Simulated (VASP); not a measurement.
# ZnSe (Stilleite) (F-43m) in VASP: settings compared

Aim: see how the results for ZnSe (Stilleite) move with the level of theory and the settings. Levels: r2SCAN, PBEsol, LDA, PBE. Tasks: single point, relaxation of cell and atoms.

Program: VASP 6.6.1. These are calculated values, not measurements. Logs are shortened: lines on timing, memory, paths and dates and some standing lists are left out, and cuts for length are marked.

**What was measured.**

“Alloy Disordering Effects on the Thermal Conductivity and Energy Gap Temperature Dependence of Cd1−xZnxSe Ternary Crystals Grown by the Bridgman Method”, 2023, pmc:10253836 reports, for a bulk crystal of ZnSe at 300 K: band gap 2.695 ± 0.003 eV (an exciton energy, a little under the gap).

The results are compared with them further down.

**1. The cell of the first run**

It takes space group F-43m (No. 216, cubic). Conventional cell: a = 5.665 Å, b = 5.665 Å, c = 5.665 Å, α = 90.00°, β = 90.00°, γ = 90.00°. Zn (site symmetry -43m) has 4 Se at 2.45 Å within 3.2 Å. Within 3.2 Å of Se (site symmetry -43m) lie 4 Zn at 2.45 Å.

**2. Single point, r2SCAN**

File POSCAR:

```
ZnSe
1.0
    0.0000000000      2.8324246760      2.8324246760
    2.8324246760      0.0000000000      2.8324246760
    2.8324246760      2.8324246760      0.0000000000
Zn Se
1 1
Direct
    0.0000000000      0.0000000000      0.0000000000
    0.2500000000      0.2500000000      0.2500000000
```

File INCAR.step1:

```
SYSTEM = ZnSe
ALGO = Normal
EDIFF = 1E-4
ENCUT = 520
GGA = PE
ISMEAR = -1
LASPH = .TRUE.
LCHARG = .FALSE.
LREAL = .FALSE.
LWAVE = .TRUE.
NBANDS = 16
NELM = 80
PREC = Accurate
SIGMA = 0.02
```

File INCAR.step2:

```
SYSTEM = ZnSe
ALGO = Normal
EDIFF = 1E-6
ENCUT = 520
ISIF = 2
ISMEAR = -1
ISTART = 1
LASPH = .TRUE.
LCHARG = .TRUE.
LELF = .TRUE.
LMIXTAU = .TRUE.
LREAL = .FALSE.
LVHAR = .TRUE.
LWAVE = .FALSE.
METAGGA = R2SCAN
NBANDS = 16
NELM = 80
PREC = Accurate
SIGMA = 0.02
```

File KPOINTS:

```
k-points
0
G
  8 8 8
  0 0 0
```

Potentials or basis: VASP PAW PBE potentials, release 64 (Zn, Se).

Command:

```sh
cat potpaw_PBE.64/Zn/POTCAR potpaw_PBE.64/Se/POTCAR > POTCAR
cp INCAR.step1 INCAR
mpirun -np 1 vasp_std > vasp.out
cp INCAR.step2 INCAR
mpirun -np 1 vasp_std > vasp.out
```

OUTCAR:

```text
SYSTEM = ZnSe
   EDIFF = 1E-6
   ENCUT = 520
   ISIF = 2
   ISMEAR = -1
   ISTART = 1
   LASPH = .TRUE.
   LREAL = .FALSE.
   METAGGA = R2SCAN
   NELM = 80
   PREC = Accurate

 ion  position               nearest neighbor table
   1  0.000  0.000  0.000-   2 2.45   2 2.45   2 2.45   2 2.45
   2  0.250  0.250  0.250-   1 2.45   1 2.45   1 2.45   1 2.45

  LATTYP: Found a face centered cubic cell.
 ALAT       =     5.6648493520

  Lattice vectors:

 A1 = (   0.0000000000,   2.8324246760,   2.8324246760)
 A2 = (   2.8324246760,   0.0000000000,   2.8324246760)
 A3 = (   2.8324246760,   2.8324246760,   0.0000000000)

Analysis of symmetry for initial positions (statically):
=====================================================================
 Subroutine PRICEL returns:
 Original cell was already a primitive cell.

 Routine SETGRP: Setting up the symmetry group for a
 face centered cubic supercell.

 Subroutine GETGRP returns: Found 24 space group operations
 (whereof 24 operations were pure point group operations)
 out of a pool of 48 trial point group operations.

The static configuration has the point symmetry T_d .

Analysis of symmetry for dynamics (positions and initial velocities):
=====================================================================
 Subroutine PRICEL returns:
 Original cell was already a primitive cell.

 Routine SETGRP: Setting up the symmetry group for a
 face centered cubic supercell.

 Subroutine GETGRP returns: Found 24 space group operations
 (whereof 24 operations were pure point group operations)
 out of a pool of 48 trial point group operations.

The dynamic configuration has the point symmetry T_d .

 Subroutine INISYM returns: Found 24 space group operations
 (whereof 24 operations are pure point group operations),
 and found     1 'primitive' translations

----------------------------------------------------------------------------------------

                                     Primitive cell

  volume of cell :      45.4470

  direct lattice vectors                    reciprocal lattice vectors
     0.000000000  2.832424676  2.832424676    -0.176527201  0.176527201  0.176527201
     2.832424676  0.000000000  2.832424676     0.176527201 -0.176527201  0.176527201
     2.832424676  2.832424676  0.000000000     0.176527201  0.176527201 -0.176527201

  length of vectors
     4.005653391  4.005653391  4.005653391     0.305754081  0.305754081  0.305754081

  position of ions in fractional coordinates (direct lattice)
     0.000000000  0.000000000  0.000000000
     0.250000000  0.250000000  0.250000000

  ion indices of the primitive-cell ions
   primitive index   ion index
                 1           1
                 2           2

----------------------------------------------------------------------------------------

 KPOINTS: k-points

Automatic generation of k-mesh.
 Grid dimensions read from file:
 generate k-points for:    8    8    8

 Generating k-lattice:

  Cartesian coordinates                     Fractional coordinates (reciprocal lattice)
    -0.022065900  0.022065900  0.022065900     0.125000000  0.000000000  0.000000000
     0.022065900 -0.022065900  0.022065900     0.000000000  0.125000000  0.000000000
     0.022065900  0.022065900 -0.022065900     0.000000000  0.000000000  0.125000000

  Length of vectors
     0.038219260  0.038219260  0.038219260

  Shift w.r.t. Gamma in fractional coordinates (k-lattice)
     0.000000000  0.000000000  0.000000000

 Subroutine IBZKPT returns following result:
 ===========================================

 Found     29 irreducible k-points:

 Following reciprocal coordinates:
            Coordinates               Weight
  0.000000  0.000000  0.000000      1.000000
  0.125000  0.000000  0.000000      8.000000
  0.250000  0.000000  0.000000      8.000000
  0.375000  0.000000  0.000000      8.000000
  0.500000  0.000000  0.000000      4.000000
  0.125000  0.125000  0.000000      6.000000
[... 16 lines left out ...]
  0.500000  0.250000  0.125000     48.000000
 -0.375000  0.250000  0.125000     24.000000
 [... further k-points ...]
   k-points           NKPTS =     29   k-points in BZ     NKDIM =     29   number of bands    NBANDS=     16
   number of dos      NEDOS =    301   number of ions     NIONS =      2
   total plane-waves  NPLWV =  27000
   dimension x,y,z NGX =    30 NGY =   30 NGZ =   30
   dimension x,y,z NGXF=    60 NGYF=   60 NGZF=   60
   ions per type =               1   1
   NGX,Y,Z   is equivalent  to a cutoff of  12.45, 12.45, 12.45 a.u.
   NGXF,Y,Z  is equivalent  to a cutoff of  24.90, 24.90, 24.90 a.u.
 SYSTEM =  ZnSe
   PREC   = accura    normal or accurate (medium, high low for compatibility)
   ISTART =      1    job   : 0-new  1-cont  2-samecut
   ICHARG =      0    charge: 1-file 2-atom 10-const
   ISPIN  =      1    spin polarized calculation?
   LNONCOLLINEAR =      F non collinear calculations
   LSORBIT =      F    spin-orbit coupling
   LASPH  =      T    aspherical Exc in radial PAW
   ENCUT  =  520.0 eV  38.22 Ry    6.18 a.u.   7.45  7.45  7.45*2*pi/ulx,y,z
   NELM   =     80;   NELMIN=  2; NELMDL=  0     # of ELM steps
   EDIFF  = 0.1E-05   stopping-criterion for ELM
   LREAL  =      F    real-space projection
   EDIFFG = 0.1E-04   stopping-criterion for IOM
   NSW    =      0    number of steps for IOM
   IBRION =     -1    ionic relax: 0-MD 1-quasi-New 2-CG
   NFREE  =      0    steps in history (QN), initial steepest desc. (CG)
   ISIF   =      2    stress and relaxation
   ISYM   =      2    0-nonsym 1-usesym 2-fastsym
   POTIM  = 0.5000    time-step for ionic-motion
   TEBEG  =    0.0;   TEEND  =   0.0 temperature during run
   PSTRESS=    0.0 pullay stress
   NELECT =      18.0000    total number of electrons
   NUPDOWN=      -1.0000    fix difference up-down
   EMIN   =  10.00;   EMAX   =-10.00  energy-range for DOS
   EFERMI =   0.00;   METHOD = LEGACY
   ISMEAR =    -1;   SIGMA  =   0.02  broadening in eV -4-tet -1-fermi 0-gaus
   EFERMI_NEDOS =   21; number of points for ismear=-14 and -15
   IALGO  =     38    algorithm
   IMIX   =      4    mixing-type and parameters
     AMIX     =   0.40;   BMIX     =  1.00
     AMIX_MAG =   1.60;   BMIX_MAG =  1.00
  volume/ion in A,a.u.               =      22.72       153.35
  Fermi-wavevector in a.u.,A,eV,Ry     =   1.202257  2.271936 19.666157  1.445422
  Thomas-Fermi vector in A             =   2.338043
   LORBIT       =      0    0 simple, 1 ext, 2 COOP (PROOUT), +10 PAW based schemes
   METAGGA = R2SCAN    functional components
   LHFCALC =     F    Hartree Fock is set to
   AEXX    =    0.0000 exact exchange contribution
   IVDW    =     0    specifies the selected vdW correction
   LEPSILON=     F    determine dielectric tensor
   LRPA    =     F    only Hartree local field effects (RPA)
 non-spin polarized calculation
  energy-cutoff  :      520.00
  volume of cell :       45.45
 maximum number of plane-waves:      1243
 NGX is ok and might be reduce to    30
   NGX = 15   NGY = 15   NGZ = 15

 number of electron      18.0000011 magnetization

 Free energy of the ion-electron system (eV)
  ---------------------------------------------------
  ext. energy  EPLUGINS =         0.00000000
  ---------------------------------------------------
  free energy    TOTEN  =       -24.90923004 eV

  energy without entropy =      -24.90923004  energy(sigma->0) =      -24.90923004

 E-fermi :   1.7543     XC(G=0):  -9.9270

 val. band max:        1.3107706529   @ k =   0.0000   0.0000   0.0000
 cond. band min:       3.1840883975   @ k =   0.0000   0.0000   0.0000
 fundamental gap:      1.8733177446
 Fermi energy:         1.7543025373

 k-point     1 :       0.0000    0.0000    0.0000
  band No.  band energies     occupation
      1     -12.4124      2.00000
      2      -5.3882      2.00000
      3      -5.3882      2.00000
      4      -5.3882      2.00000
      5      -4.9797      2.00000
      6      -4.9797      2.00000
[... 8 lines left out ...]
     15      13.3417      0.00000
     16      13.3417      0.00000

 k-point     2 :       0.1250    0.0000    0.0000
  band No.  band energies     occupation
      1     -12.3080      2.00000
      2      -5.3791      2.00000
      3      -5.3714      2.00000
      4      -5.3714      2.00000
      5      -4.9810      2.00000
      6      -4.9810      2.00000
[... 8 lines left out ...]
     15      12.5477      0.00000
     16      12.7979      0.00000

 k-point     3 :       0.2500    0.0000    0.0000
  band No.  band energies     occupation
      1     -12.0371      2.00000
      2      -5.3340      2.00000
      3      -5.3340      2.00000
      4      -5.3167      2.00000
      5      -4.9796      2.00000
      6      -4.9796      2.00000
[... 8 lines left out ...]
     15      12.3177      0.00000
     16      12.6374      0.00000

 k-point     4 :       0.3750    0.0000    0.0000
  band No.  band energies     occupation
      1     -11.7330      2.00000
      2      -5.3030      2.00000
      3      -5.3029      2.00000
      4      -5.1091      2.00000
      5      -4.9695      2.00000
      6      -4.9695      2.00000
[... 8 lines left out ...]
     15      13.5066      0.00000
     16      13.5066      0.00000
[... 324 lines left out ...]
 k-point    22 :       0.3750    0.2500    0.1250
  band No.  band energies     occupation
      1     -11.8250      2.00000
      2      -5.3361      2.00000
      3      -5.2782      2.00000
      4      -5.2487      2.00000
      5      -4.9946      2.00000
      6      -4.9547      2.00000
[... 8 lines left out ...]
     15      14.2600      0.00000
     16      15.5200      0.00000

 k-point    23 :       0.5000    0.2500    0.1250
  band No.  band energies     occupation
      1     -11.5711      2.00000
      2      -5.2827      2.00000
      3      -5.2510      2.00000
      4      -5.1033      2.00000
      5      -4.9673      2.00000
      6      -4.9193      2.00000
[... 8 lines left out ...]
     15      14.6611      0.00000
     16      15.7176      0.00000

 k-point    24 :      -0.3750    0.2500    0.1250
  band No.  band energies     occupation
      1     -11.4581      2.00000
      2      -5.2730      2.00000
      3      -5.2363      2.00000
      4      -5.0145      2.00000
      5      -4.9735      2.00000
      6      -4.7724      2.00000
[... 8 lines left out ...]
     15      14.7550      0.00000
     16      15.6388      0.00000

 [... further k-points ...]
[... 5 lines left out ...]
  --------------------------------------------------------------------------------------
  -------------------------------------------------------------------------------------
  Total        0.0345385      0.0345385      0.0345385      0.0000000     -0.0000000      0.0000000
  in kB        1.2176123      1.2176123      1.2176123      0.0000000     -0.0000000      0.0000000
  external PRESSURE =       1.2176123 kB  Pullay stress =       0.0000000 kB

 VOLUME and BASIS-vectors are now :
 -----------------------------------------------------------------------------
  energy-cutoff  :      520.00
  volume of cell :       45.45
      direct lattice vectors                 reciprocal lattice vectors
     0.000000000  2.832424676  2.832424676    -0.176527201  0.176527201  0.176527201
     2.832424676  0.000000000  2.832424676     0.176527201 -0.176527201  0.176527201
     2.832424676  2.832424676  0.000000000     0.176527201  0.176527201 -0.176527201

 POSITION                                       TOTAL-FORCE (eV/Angst)
 -----------------------------------------------------------------------------------
      0.00000      0.00000      0.00000         0.000000      0.000000      0.000000
      1.41621      1.41621      1.41621        -0.000000     -0.000000     -0.000000
 -----------------------------------------------------------------------------------
    total drift:                                0.000022      0.000022      0.000022

  FREE ENERGIE OF THE ION-ELECTRON SYSTEM (eV)
  ---------------------------------------------------
  free  energy   TOTEN  =       -24.9092300416 eV

  energy  without entropy=      -24.9092300416  energy(sigma->0) =      -24.90923004
```

Wall time 1.7 min (1 thread of Intel Xeon Platinum 8488C (Sapphire Rapids), shared host); peak memory 0.18 GiB.

What came out:

```yaml
Free_energy: -24.9092 eV
Pressure: 0.1 GPa
Band_gap_on_the_k_mesh: 1.87 eV, direct
```

Levels at points of the mesh, in eV from the valence-band top:
```tsv
k point	band 6	band 7	band 8	band 9	band 10	band 11	band 12	band 13
(0.00, 0.00, 0.00)	-6.29	0.00	0.00	0.00	1.87	6.31	6.32	6.32
(0.50, 0.00, 0.00)	-6.13	-5.31	-0.89	-0.89	3.06	6.86	6.87	9.08
(0.50, 0.50, 0.00)	-6.11	-4.80	-2.24	-2.24	3.33	3.87	11.52	12.08
```

Caveat: the PAW data sets were made with another functional, which shifts forces and pressure a little.

**3. Single point, r2SCAN**

POSCAR is that of step 2.

File INCAR.step1:

```
SYSTEM = ZnSe
  PREC = Accurate
  ENCUT = 520
  ISMEAR = 0
  SIGMA = 0.01
  LREAL = .FALSE.
  LASPH = .TRUE.
  NELM = 80
  NBANDS = 16
  GGA = PE
  ALGO = Normal
  EDIFF = 1E-4
  LWAVE = .TRUE.
  LCHARG = .FALSE.
```

File INCAR.step2:

```
SYSTEM = ZnSe
  PREC = Accurate
  ENCUT = 520
  EDIFF = 1E-7
  ISMEAR = 0
  SIGMA = 0.01
  LREAL = .FALSE.
  LASPH = .TRUE.
  NELM = 80
  ALGO = Normal
  ISIF = 2
  LWAVE = .FALSE.
  LCHARG = .FALSE.
  METAGGA = R2SCAN
  LMIXTAU = .TRUE.
  NBANDS = 16
  ISTART = 1
```

File KPOINTS:

```
regular mesh
0
G
  8 8 8
  0 0 0
```

Potentials or basis: VASP PAW PBE potentials, release 64 (Zn, Se).

Command:

```sh
cat potpaw_PBE.64/Zn/POTCAR potpaw_PBE.64/Se/POTCAR > POTCAR
cp INCAR.step1 INCAR
mpirun -np 1 vasp_std > vasp.out
cp INCAR.step2 INCAR
mpirun -np 1 vasp_std > vasp.out
```

OUTCAR:

```text
SYSTEM = ZnSe
   PREC = Accurate
   ENCUT = 520
   EDIFF = 1E-7
   ISMEAR = 0
   LREAL = .FALSE.
   LASPH = .TRUE.
   NELM = 80
   ISIF = 2
   METAGGA = R2SCAN
   ISTART = 1

 ion  position               nearest neighbor table
   1  0.000  0.000  0.000-   2 2.45   2 2.45   2 2.45   2 2.45
   2  0.250  0.250  0.250-   1 2.45   1 2.45   1 2.45   1 2.45

  LATTYP: Found a face centered cubic cell.
 ALAT       =     5.6648493520

  Lattice vectors:

 A1 = (   0.0000000000,   2.8324246760,   2.8324246760)
 A2 = (   2.8324246760,   0.0000000000,   2.8324246760)
 A3 = (   2.8324246760,   2.8324246760,   0.0000000000)
[... 626 lines left out ...]
      5      -4.9735      2.00000
      6      -4.7724      2.00000
[... 8 lines left out ...]
     15      14.7550      0.00000
     16      15.6388      0.00000

 [... further k-points ...]
[... 5 lines left out ...]
  --------------------------------------------------------------------------------------
  -------------------------------------------------------------------------------------
  Total        0.0331725      0.0331725      0.0331725      0.0000000      0.0000000     -0.0000000
  in kB        1.1694547      1.1694547      1.1694547      0.0000000      0.0000000     -0.0000000
  external PRESSURE =       1.1694547 kB  Pullay stress =       0.0000000 kB

 VOLUME and BASIS-vectors are now :
 -----------------------------------------------------------------------------
  energy-cutoff  :      520.00
  volume of cell :       45.45
      direct lattice vectors                 reciprocal lattice vectors
     0.000000000  2.832424676  2.832424676    -0.176527201  0.176527201  0.176527201
     2.832424676  0.000000000  2.832424676     0.176527201 -0.176527201  0.176527201
     2.832424676  2.832424676  0.000000000     0.176527201  0.176527201 -0.176527201

 POSITION                                       TOTAL-FORCE (eV/Angst)
 -----------------------------------------------------------------------------------
      0.00000      0.00000      0.00000         0.000000      0.000000      0.000000
      1.41621      1.41621      1.41621        -0.000000     -0.000000     -0.000000
 -----------------------------------------------------------------------------------
    total drift:                                0.000022      0.000022      0.000022

  FREE ENERGIE OF THE ION-ELECTRON SYSTEM (eV)
  ---------------------------------------------------
  free  energy   TOTEN  =       -24.9092292487 eV

  energy  without entropy=      -24.9092292487  energy(sigma->0) =      -24.90922925
```

It took 2.4 min on 1 thread of Intel Xeon Platinum 8488C (Sapphire Rapids), shared host; peak memory 0.18 GiB.

Results:

```yaml
Free_energy: -24.9092 eV
Pressure: 0.1 GPa
Band_gap_on_the_k_mesh: 1.87 eV, direct
```

Caveat: the PAW data sets were made with another functional, which shifts forces and pressure a little.

**4. Relaxation of cell and atoms, PBEsol**

This run uses another cell than the first one, of 23.54 Å³/atom, 1.036 times its volume.

File INCAR:

```
SYSTEM = ZnSe
PREC     = Accurate       ! precision mode
ENCUT    = 600            ! plane-wave cutoff, eV
EDIFF    = 1E-6           ! SCF threshold, eV
ISMEAR   = -1             ! smearing method
SIGMA    = 0.02           ! smearing width, eV
LREAL    = .FALSE.        ! projectors in reciprocal space
LASPH    = .TRUE.         ! aspherical terms in the spheres
NELM     = 100            ! most SCF steps
ALGO     = Normal         ! electronic algorithm
ISIF     = 3              ! what is computed and relaxed
LWAVE    = .FALSE.        ! write WAVECAR
LCHARG   = .FALSE.        ! write CHGCAR
GGA      = PS             ! functional
IBRION   = 2              ! ionic algorithm
NSW      = 80             ! ionic steps
EDIFFG   = -0.005         ! ionic threshold
```

KPOINTS is that of step 3.

File POSCAR:

```
ZnSe
1.0
    0.0000000000      2.8659201947      2.8659201947
    2.8659201947      0.0000000000      2.8659201947
    2.8659201947      2.8659201947      0.0000000000
Zn Se
1 1
Direct
    0.0000000000      0.0000000000      0.0000000000
    0.2500000000      0.2500000000      0.2500000000
```

Command:

```sh
cat potpaw_PBE.64/Zn/POTCAR potpaw_PBE.64/Se/POTCAR > POTCAR
mpirun -np 1 vasp_std > vasp.out
```

Run time: 62 s. Hardware: 1 thread of Intel Xeon Platinum 8488C (Sapphire Rapids), shared host; peak memory 0.2 GiB.

Results (log left out):

```
Free energy                            : -6.7735 eV
Relaxed volume                         : 22.43 Å³/atom
Relaxed cell                           : a = 3.988 Å, b = 3.988 Å, c = 3.988 Å, α = 60.00°, β = 60.00°, γ = 60.00°
Space group after relaxing (to 0.05 Å) : F-43m (No. 216)
Energy gained by relaxing              : 10.2 meV/atom
Ionic steps                            : 5
Pressure after relaxing                : 0.0 GPa
Band gap on the k mesh                 : 1.23 eV, direct
```

The path:
```
step  energy change (eV)  largest force (eV/Å)  pressure (GPa)  volume (Å³)
   1              0.0000                0.0000           -2.82        47.08
   2             -0.0189                0.0000            0.79        44.31
   3             -0.0203                0.0000           -0.11        44.85
   4             -0.0203                0.0000            0.09        44.79
   5             -0.0203                0.0000            0.03        44.86
```

Final structure:
```
Zn Se
1.0
     0.00000    2.82025    2.82025
     2.82025    0.00000    2.82025
     2.82025    2.82025    0.00000
Zn Se
1 1
Direct
  0.00000 0.00000 0.00000
  0.25000 0.25000 0.25000
```

Levels at points of the mesh, in eV from the valence-band top:
```tsv
k point	band 7	band 8	band 9	band 10	band 11	band 12
(0.00, 0.00, 0.00)	0.00	0.00	0.00	1.23	5.73	5.73
(0.50, 0.00, 0.00)	-5.38	-0.90	-0.90	2.47	6.30	6.30
(0.50, 0.50, 0.00)	-4.85	-2.26	-2.26	2.80	3.37	10.71
```

Caveat: the PAW data sets were made with another functional, which shifts forces and pressure a little.

(Continued in part 2 of 2.)
